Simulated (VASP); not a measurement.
Here is a VASP 6.6.1 calculation.

Contents of POSCAR:

```
Cu3N
1.0
    3.8636903399      0.0000000000      0.0000000000
    0.0000000000      3.8636903399      0.0000000000
    0.0000000000      0.0000000000      3.8636903399
Cu N
3 1
Direct
    0.5000000000      0.0000000000      0.0000000000
    0.0000000000      0.5000000000      0.0000000000
    0.0000000000      0.0000000000      0.5000000000
    0.0000000000      0.0000000000      0.0000000000
```

INCAR.step1

```
SYSTEM = Cu3N
ALGO = Normal
EDIFF = 1E-5
ENCUT = 660
GGA = PE
GGA_COMPAT = .False.
ISMEAR = -1
LASPH = .True.
LCHARG = .False.
LREAL = .False.
LWAVE = .True.
NBANDS = 27
NELM = 120
PREC = Accurate
SIGMA = 0.02
```

Contents of INCAR.step2:

```
SYSTEM = Cu3N
ALGO = Normal
EDIFF = 1E-6
ENCUT = 660
GGA_COMPAT = .False.
ISIF = 2
ISMEAR = -1
ISTART = 1
LASPH = .True.
LCHARG = .False.
LMIXTAU = .True.
LREAL = .False.
LWAVE = .False.
METAGGA = R2SCAN
NBANDS = 27
NELM = 120
PREC = Accurate
SIGMA = 0.02
```

KPOINTS

```
k-points
0
Gamma
  6 6 6
  0 0 0
```

Potentials or basis: VASP PAW PBE potentials, release 64 (Cu, N).

Launch:

```console
$ cat potpaw_PBE.64/Cu/POTCAR potpaw_PBE.64/N/POTCAR > POTCAR
$ cp INCAR.step1 INCAR
$ mpirun -np 1 vasp_std > vasp.out
$ cp INCAR.step2 INCAR
$ mpirun -np 1 vasp_std > vasp.out
```

Task: What does it give for the pressure?

Result: -6.0 GPa.

Task: What does it give for the band gap on the k mesh?

Result: 0.45 eV, indirect (least direct gap 1.02 eV).

Caveat: the PAW data sets were made with another functional, which shifts forces and pressure a little. A k mesh can miss the band edges.
